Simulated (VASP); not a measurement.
# Ge: single point with PBE

Crystal: Ge.

```
CELL_PARAMETERS angstrom
0.00000 2.82891 2.82891
2.82891 0.00000 2.82891
2.82891 2.82891 0.00000
ATOMIC_POSITIONS crystal
Ge 0.00000 0.00000 0.00000
Ge 0.25000 0.25000 0.25000
```

```
Program             : VASP 6.6.1
Task                : single point
Functional          : PBE
Potentials or basis : VASP PAW PBE potentials, release 64 (Ge_d)
Cutoff              : 500 eV
k mesh              : 6 × 6 × 6
Occupations         : gaussian, width 0.01 eV
Spin                : no spin polarisation
```

```json
{
  "Pressure": "3.3 GPa",
  "Band gap on the k mesh": "0.04 eV, direct"
}
```

Levels at points of the mesh, in eV from the valence-band top:
```
           k point  band 12  band 13  band 14  band 15  band 16  band 17
(0.00, 0.00, 0.00)     0.00     0.00     0.00     0.04     2.55     2.55
(0.50, 0.00, 0.00)    -7.60    -1.41    -1.41     0.18     3.75     3.75
(0.50, 0.50, 0.00)    -8.89    -3.07    -3.07     0.75     0.75     9.52
```

It took 20 s on 1 thread of Intel(R) Xeon(R) 6975P-C (Granite Rapids), with other jobs on the host, peak memory 0.16 GiB.

A k mesh can miss the band edges.
